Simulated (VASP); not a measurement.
# Al (Fm-3m) in VASP: notebook

Al is run at these levels: RPBE; tasks: single point, relaxation of cell and atoms.

Program: VASP 6.6.1. These are calculated values, not measurements. Logs are shortened: lines on timing, memory, paths and dates and some standing lists are left out, and cuts for length are marked.

## (1) The cell of the first run

Symmetry: Fm-3m, No. 225, cubic system. The conventional cell has a = 4.065 Å, b = 4.065 Å, c = 4.065 Å, α = 90.00°, β = 90.00°, γ = 90.00°. Within 3.8 Å of Al (site symmetry m-3m) lie 12 Al at 2.87 Å.

## (2) Single point, RPBE

INCAR

```
PREC = Accurate ; ENCUT = 520
EDIFF = 1E-6 ; ISMEAR = -1
SIGMA = 0.1 ; LREAL = F
LASPH = T ; NELM = 60
ALGO = Normal ; ISIF = 2
LWAVE = F ; LCHARG = T
GGA = RP ; LELF = T
LVHAR = T ; NBANDS = 8
```

KPOINTS

```
regular mesh
0
Gamma
  13 13 13
```

POSCAR

```
Al
1.0
    0.0000000000      2.0323520442      2.0323520442
    2.0323520442      0.0000000000      2.0323520442
    2.0323520442      2.0323520442      0.0000000000
Al
1
Direct
    0.0000000000      0.0000000000      0.0000000000
```

Potentials or basis: VASP PAW PBE potentials, release 64 (Al).

Command:

```
> cat potpaw_PBE.64/Al/POTCAR > POTCAR
> mpirun -np 1 vasp_std > vasp.out
```

OUTCAR:

```text
PREC = Accurate
   ENCUT = 520
   EDIFF = 1E-6
   ISMEAR = -1
   LREAL = F
   LASPH = T
   NELM = 60
   ISIF = 2
   GGA = RP

 ion  position               nearest neighbor table
   1  0.000  0.000  0.000-

  LATTYP: Found a face centered cubic cell.
 ALAT       =     4.0647040884

  Lattice vectors:

 A1 = (   0.0000000000,   2.0323520442,   2.0323520442)
 A2 = (   2.0323520442,   0.0000000000,   2.0323520442)
 A3 = (   2.0323520442,   2.0323520442,   0.0000000000)

Analysis of symmetry for initial positions (statically):
=====================================================================
 Subroutine PRICEL returns:
 Original cell was already a primitive cell.

 Routine SETGRP: Setting up the symmetry group for a
 face centered cubic supercell.

 Subroutine GETGRP returns: Found 48 space group operations
 (whereof 48 operations were pure point group operations)
 out of a pool of 48 trial point group operations.

The static configuration has the point symmetry O_h .

Analysis of symmetry for dynamics (positions and initial velocities):
=====================================================================
 Subroutine PRICEL returns:
 Original cell was already a primitive cell.

 Routine SETGRP: Setting up the symmetry group for a
 face centered cubic supercell.

 Subroutine GETGRP returns: Found 48 space group operations
 (whereof 48 operations were pure point group operations)
 out of a pool of 48 trial point group operations.

The dynamic configuration has the point symmetry O_h .

 Subroutine INISYM returns: Found 48 space group operations
 (whereof 48 operations are pure point group operations),
 and found     1 'primitive' translations

----------------------------------------------------------------------------------------

                                     Primitive cell

  volume of cell :      16.7891

  direct lattice vectors                    reciprocal lattice vectors
     0.000000000  2.032352044  2.032352044    -0.246020369  0.246020369  0.246020369
     2.032352044  0.000000000  2.032352044     0.246020369 -0.246020369  0.246020369
     2.032352044  2.032352044  0.000000000     0.246020369  0.246020369 -0.246020369

  length of vectors
     2.874179824  2.874179824  2.874179824     0.426119779  0.426119779  0.426119779

  position of ions in fractional coordinates (direct lattice)
     0.000000000  0.000000000  0.000000000

[... 70 lines left out ...]
   LNONCOLLINEAR =      F non collinear calculations
   LSORBIT =      F    spin-orbit coupling
   LASPH  =      T    aspherical Exc in radial PAW
   ENCUT  =  520.0 eV  38.22 Ry    6.18 a.u.   5.34  5.34  5.34*2*pi/ulx,y,z
   NELM   =     60;   NELMIN=  2; NELMDL= -5     # of ELM steps
   EDIFF  = 0.1E-05   stopping-criterion for ELM
   LREAL  =      F    real-space projection
   EDIFFG = 0.1E-04   stopping-criterion for IOM
   NSW    =      0    number of steps for IOM
   IBRION =     -1    ionic relax: 0-MD 1-quasi-New 2-CG
   NFREE  =      0    steps in history (QN), initial steepest desc. (CG)
   ISIF   =      2    stress and relaxation
   ISYM   =      2    0-nonsym 1-usesym 2-fastsym
   POTIM  = 0.5000    time-step for ionic-motion
   TEBEG  =    0.0;   TEEND  =   0.0 temperature during run
   PSTRESS=    0.0 pullay stress
   NELECT =       3.0000    total number of electrons
   NUPDOWN=      -1.0000    fix difference up-down
   EMIN   =  10.00;   EMAX   =-10.00  energy-range for DOS
   EFERMI =   0.00;   METHOD = LEGACY
   ISMEAR =    -1;   SIGMA  =   0.10  broadening in eV -4-tet -1-fermi 0-gaus
   EFERMI_NEDOS =   21; number of points for ismear=-14 and -15
   IALGO  =     38    algorithm
   IMIX   =      4    mixing-type and parameters
     AMIX     =   0.40;   BMIX     =  1.00
     AMIX_MAG =   1.60;   BMIX_MAG =  1.00
  volume/ion in A,a.u.               =      16.79       113.30
  Fermi-wavevector in a.u.,A,eV,Ry     =   0.922089  1.742496 11.568335  0.850249
  Thomas-Fermi vector in A             =   2.047578
   LORBIT       =      0    0 simple, 1 ext, 2 COOP (PROOUT), +10 PAW based schemes
   GGA     = RP    functional components
   LHFCALC =     F    Hartree Fock is set to
   AEXX    =    0.0000 exact exchange contribution
   IVDW    =     0    specifies the selected vdW correction
   LEPSILON=     F    determine dielectric tensor
   LRPA    =     F    only Hartree local field effects (RPA)
 non-spin polarized calculation
  energy-cutoff  :      520.00
  volume of cell :       16.79
 maximum number of plane-waves:       465
 NGX is ok and might be reduce to    24
   NGX = 11   NGY = 11   NGZ = 11

 number of electron       3.0000000 magnetization

 Free energy of the ion-electron system (eV)
  ---------------------------------------------------
  ext. energy  EPLUGINS =         0.00000000
  ---------------------------------------------------
  free energy    TOTEN  =        -3.51150186 eV

  energy without entropy =       -3.49702645  energy(sigma->0) =       -3.50426416

 E-fermi :   7.8548     XC(G=0): -10.0780

 val. band max:        7.8465022143   @ k =  -0.2308   0.3846   0.1538
 cond. band min:       7.9213368522   @ k =   0.4615   0.2308   0.0000
 fundamental gap:      0.0748346379
 Fermi energy:         7.8548167127

 k-point     1 :       0.0000    0.0000    0.0000
  band No.  band energies     occupation
      1      -3.1037      2.00000
      2      20.4160      0.00000
      3      20.4160      0.00000
      4      20.4160      0.00000
      5      21.9062      0.00000
      6      21.9062      0.00000
      7      21.9062      0.00000
      8      24.1807      0.00000
[... 243 lines left out ...]
 k-point    24 :       0.4615    0.1538    0.0000
  band No.  band energies     occupation
      1       1.8994      2.00000
      2       6.5012      2.00000
      3      14.9279      0.00000
      4      16.0506      0.00000
      5      17.7882      0.00000
      6      23.7675      0.00000
      7      25.7645      0.00000
      8      27.5934      0.00000

 [... further k-points ...]
[... 5 lines left out ...]
  --------------------------------------------------------------------------------------
  -------------------------------------------------------------------------------------
  Total       -0.0195906     -0.0195906     -0.0195906     -0.0000000     -0.0000000      0.0000000
  in kB       -1.8695250     -1.8695250     -1.8695250     -0.0000000     -0.0000000      0.0000000
  external PRESSURE =      -1.8695250 kB  Pullay stress =       0.0000000 kB

 VOLUME and BASIS-vectors are now :
 -----------------------------------------------------------------------------
  energy-cutoff  :      520.00
  volume of cell :       16.79
      direct lattice vectors                 reciprocal lattice vectors
     0.000000000  2.032352044  2.032352044    -0.246020369  0.246020369  0.246020369
     2.032352044  0.000000000  2.032352044     0.246020369 -0.246020369  0.246020369
     2.032352044  2.032352044  0.000000000     0.246020369  0.246020369 -0.246020369

 POSITION                                       TOTAL-FORCE (eV/Angst)
 -----------------------------------------------------------------------------------
      0.00000      0.00000      0.00000        -0.000000      0.000000     -0.000000
 -----------------------------------------------------------------------------------
    total drift:                                0.000000     -0.000000     -0.000000

  FREE ENERGIE OF THE ION-ELECTRON SYSTEM (eV)
  ---------------------------------------------------
  free  energy   TOTEN  =        -3.5115018625 eV

  energy  without entropy=       -3.4970264530  energy(sigma->0) =       -3.50426416
```

stdout:

```text
POSCAR found type information on POSCAR Al
 POSCAR found :  1 types and       1 ions
 scaLAPACK will be used
 -----------------------------------------------------------------------------
|                                                                             |
|                                                                             |
|     You enforced a specific xc type in the INCAR file but a different       |
|     I HOPE YOU KNOW WHAT YOU ARE DOING!                                     |
|                                                                             |
 -----------------------------------------------------------------------------

 LDA part: xc-table for (Slater+PW92), standard interpolation
 POSCAR, INCAR and KPOINTS ok, starting setup
 FFT: planning ... GRIDC
 FFT: planning ... GRID_SOFT
 FFT: planning ... GRID
 WAVECAR not read
 entering main loop
```

It took 4.7 s on 1 thread of Intel Xeon 6975P-C, shared host; peak memory 0.14 GiB.

What came out:

- Free energy: -3.5115 eV
- Pressure: -0.2 GPa

Levels at points of the mesh, in eV from the Fermi level:
```
           k point  band 1  band 2  band 3  band 4  band 5
(0.00, 0.00, 0.00)  -10.96   12.56   12.56   12.56   14.05
```

Caveat: the PAW data sets were made with another functional, which shifts forces and pressure a little.

## (3) Relaxation of cell and atoms, RPBE

This run uses another cell than the first one, of 16.60 Å³/atom, 0.989 times its volume.

INCAR

```
ALGO = Normal
EDIFF = 1E-7
EDIFFG = -0.01
ENCUT = 600
GGA = RP
IBRION = 2
ISIF = 3
ISMEAR = -1
LASPH = True
LCHARG = False
LREAL = False
LWAVE = False
NELM = 100
NSW = 80
PREC = Accurate
SIGMA = 0.1
```

KPOINTS

```
k-points
0
Gamma
  13 13 13
```

POSCAR

```
Al
1.0
    0.0000000000      2.0247900000      2.0247900000
    2.0247900000      0.0000000000      2.0247900000
    2.0247900000      2.0247900000      0.0000000000
Al
1
Direct
    0.0000000000      0.0000000000      0.0000000000
```

Potentials or basis: VASP PAW PBE potentials, release 64 (Al).

Command:

```
> cat potpaw_PBE.64/Al/POTCAR > POTCAR
> mpirun -np 1 vasp_std > vasp.out
```

OUTCAR:

```text
EDIFF = 1E-7
   EDIFFG = -0.01
   ENCUT = 600
   GGA = RP
   IBRION = 2
   ISIF = 3
   ISMEAR = -1
   LASPH = True
   LREAL = False
   NELM = 100
   NSW = 80
   PREC = Accurate

 ion  position               nearest neighbor table
   1  0.000  0.000  0.000-

  LATTYP: Found a face centered cubic cell.
 ALAT       =     4.0495800000

  Lattice vectors:

 A1 = (   0.0000000000,   2.0247900000,   2.0247900000)
 A2 = (   2.0247900000,   0.0000000000,   2.0247900000)
 A3 = (   2.0247900000,   2.0247900000,   0.0000000000)

Analysis of symmetry for initial positions (statically):
=====================================================================
 Subroutine PRICEL returns:
 Original cell was already a primitive cell.

 Routine SETGRP: Setting up the symmetry group for a
 face centered cubic supercell.

 Subroutine GETGRP returns: Found 48 space group operations
 (whereof 48 operations were pure point group operations)
 out of a pool of 48 trial point group operations.

The static configuration has the point symmetry O_h .

Analysis of symmetry for dynamics (positions and initial velocities):
=====================================================================
 Subroutine PRICEL returns:
 Original cell was already a primitive cell.

 Routine SETGRP: Setting up the symmetry group for a
 face centered cubic supercell.

 Subroutine GETGRP returns: Found 48 space group operations
 (whereof 48 operations were pure point group operations)
 out of a pool of 48 trial point group operations.

The dynamic configuration has the point symmetry O_h .

 Subroutine INISYM returns: Found 48 space group operations
 (whereof 48 operations are pure point group operations),
 and found     1 'primitive' translations

----------------------------------------------------------------------------------------

                                     Primitive cell

[... 112 lines left out ...]
   LORBIT       =      0    0 simple, 1 ext, 2 COOP (PROOUT), +10 PAW based schemes
   GGA     = RP    functional components
   LHFCALC =     F    Hartree Fock is set to
   AEXX    =    0.0000 exact exchange contribution
   IVDW    =     0    specifies the selected vdW correction
   LEPSILON=     F    determine dielectric tensor
   LRPA    =     F    only Hartree local field effects (RPA)
 conjugate gradient relaxation of ions
 non-spin polarized calculation
  energy-cutoff  :      600.00
  volume of cell :       16.60
 maximum number of plane-waves:       564
   NGX = 11   NGY = 11   NGZ = 11

--------------------------------------- Ionic step        1  -------------------------------------------

 number of electron       3.0000000 magnetization

 Free energy of the ion-electron system (eV)
  ---------------------------------------------------
  ext. energy  EPLUGINS =         0.00000000
  ---------------------------------------------------
  free energy    TOTEN  =        -3.51138202 eV

  energy without entropy =       -3.49707666  energy(sigma->0) =       -3.50422934

------------------------ aborting loop because EDIFF is reached ----------------------------------------

  FORCE on cell =-STRESS in cart. coord.  units (eV):
  Direction    XX          YY          ZZ          XY          YZ          ZX
  --------------------------------------------------------------------------------------
  -------------------------------------------------------------------------------------
  Total        0.0705851      0.0705851      0.0705851      0.0000000     -0.0000000      0.0000000
  in kB        6.8116720      6.8116720      6.8116720      0.0000000     -0.0000000      0.0000000
  external PRESSURE =       6.8116720 kB  Pullay stress =       0.0000000 kB
[... 57 lines left out ...]
--------------------------------------- Ionic step        3  -------------------------------------------

 number of electron       3.0000000 magnetization

 Free energy of the ion-electron system (eV)
  ---------------------------------------------------
  ext. energy  EPLUGINS =         0.00000000
  ---------------------------------------------------
  free energy    TOTEN  =        -3.51168652 eV

  energy without entropy =       -3.49724875  energy(sigma->0) =       -3.50446764

 E-fermi :   7.8801     XC(G=0): -10.0868

 val. band max:        7.8697319546   @ k =  -0.2308   0.3846   0.1538
 cond. band min:       7.9464305796   @ k =   0.4615   0.2308   0.0000
 fundamental gap:      0.0766986250
 Fermi energy:         7.8800814830

 k-point     1 :       0.0000    0.0000    0.0000
  band No.  band energies     occupation
      1      -3.0952      2.00000
      2      20.4549      0.00000
      3      20.4549      0.00000
      4      20.4549      0.00000
      5      21.9633      0.00000
[... 177 lines left out ...]
 k-point    24 :       0.4615    0.1538    0.0000
  band No.  band energies     occupation
      1       1.9156      2.00000
      2       6.5245      2.00000
      3      14.9642      0.00000
      4      16.0903      0.00000
      5      17.8302      0.00000

 [... further k-points ...]
[... 5 lines left out ...]
  --------------------------------------------------------------------------------------
  -------------------------------------------------------------------------------------
  Total        0.0000027      0.0000027      0.0000027     -0.0000000      0.0000000     -0.0000000
  in kB        0.0002622      0.0002622      0.0002622     -0.0000000      0.0000000     -0.0000000
  external PRESSURE =       0.0002622 kB  Pullay stress =       0.0000000 kB
[... 16 lines left out ...]
  FREE ENERGIE OF THE ION-ELECTRON SYSTEM (eV)
  ---------------------------------------------------
  free  energy   TOTEN  =        -3.5116865242 eV

  energy  without entropy=       -3.4972487467  energy(sigma->0) =       -3.50446764

 reached required accuracy - stopping structural energy minimisation
```

It took 6 s on 1 thread of Intel Xeon 6975P-C, shared host; peak memory 0.13 GiB.

What came out:

* Free energy: -3.5117 eV
* Relaxed volume: 16.75 Å³/atom
* Relaxed cell: a = 2.872 Å, b = 2.872 Å, c = 2.872 Å, α = 60.00°, β = 60.00°, γ = 60.00°
* Space group after relaxing (to 0.05 Å): Fm-3m (No. 225)
* Energy gained by relaxing: 0.3 meV/atom
* Ionic steps: 3
* Pressure after relaxing: 0.0 GPa

Step by step:
```csv
step,energy change (eV),largest force (eV/Å),pressure (GPa),volume (Å³)
1,0.0000,0.0000,0.68,16.60
2,-0.0003,0.0000,-0.11,16.77
3,-0.0003,0.0000,0.00,16.75
```

Final structure:
```
CELL_PARAMETERS angstrom
0.00000 2.03069 2.03069
2.03069 0.00000 2.03069
2.03069 2.03069 0.00000
ATOMIC_POSITIONS crystal
Al 0.00000 0.00000 0.00000
```

Caveat: the PAW data sets were made with another functional, which shifts forces and pressure a little. Zero-point motion and thermal expansion aren't in these numbers.

## (4) Single point, RPBE (volume scaled by 0.88)

INCAR

```
ALGO = Normal ; EDIFF = 1E-7
ENCUT = 520 ; GGA = RP
ISIF = 2 ; ISMEAR = -1
LASPH = T ; LCHARG = F
LREAL = F ; LWAVE = F
NBANDS = 8 ; NELM = 60
PREC = Accurate ; SIGMA = 0.1
```

KPOINTS

```
k-points
0
Gamma
  22 22 22
```

POSCAR

```
Al
1.0
    0.0000000000      1.9475703883      1.9475703883
    1.9475703883      0.0000000000      1.9475703883
    1.9475703883      1.9475703883      0.0000000000
Al
1
Direct
    0.0000000000      0.0000000000      0.0000000000
```

Command:

```
> cat potpaw_PBE.64/Al/POTCAR > POTCAR
> mpirun -np 1 vasp_std > vasp.out
```

It took 15 s on 1 thread of Intel Xeon 6975P-C, shared host; peak memory 0.14 GiB.

Results (log left out):

| Quantity | Value |
| --- | --- |
| Free energy | -3.4448 eV |
| Pressure | 12.8 GPa |

Levels at points of the mesh, in eV from the Fermi level:
```csv
k point,band 1,band 2,band 3,band 4,band 5,band 6
"(0.00, 0.00, 0.00)",-11.91,13.24,13.24,13.24,15.74,15.74
"(0.50, 0.00, 0.00)",-5.05,-4.51,11.97,11.97,12.75,12.75
"(0.50, 0.50, 0.00)",-3.19,-1.62,5.25,6.18,6.18,10.29
```

Caveat: the cell differs from its parent crystal (volume scaled by 0.88); the PAW data sets were made with another functional, which shifts forces and pressure a little.

## (5) Overview

```csv
task,cell,k mesh,cutoff (eV),gap on the mesh (eV),pressure (GPa)
single point,"a = 2.874 Å, angles 60.0°, 1 atom",13 × 13 × 13,520,none,-0.2
relaxation of cell and atoms,"relaxed from a = 2.863 Å, angles 60.0°, 1 atom",13 × 13 × 13,600,none,0.0
single point,"a = 2.754 Å, angles 60.0°, 1 atom",22 × 22 × 22,520,none,12.8
```

Alike in all rows: level RPBE; potentials or basis VASP PAW PBE potentials, release 64 (Al); no spin polarisation; smearing fermi-dirac 0.1 eV.

Caveats: the PAW data sets were made with another functional, which shifts forces and pressure a little.

Absolute energies hang on the potentials; compare differences alone.
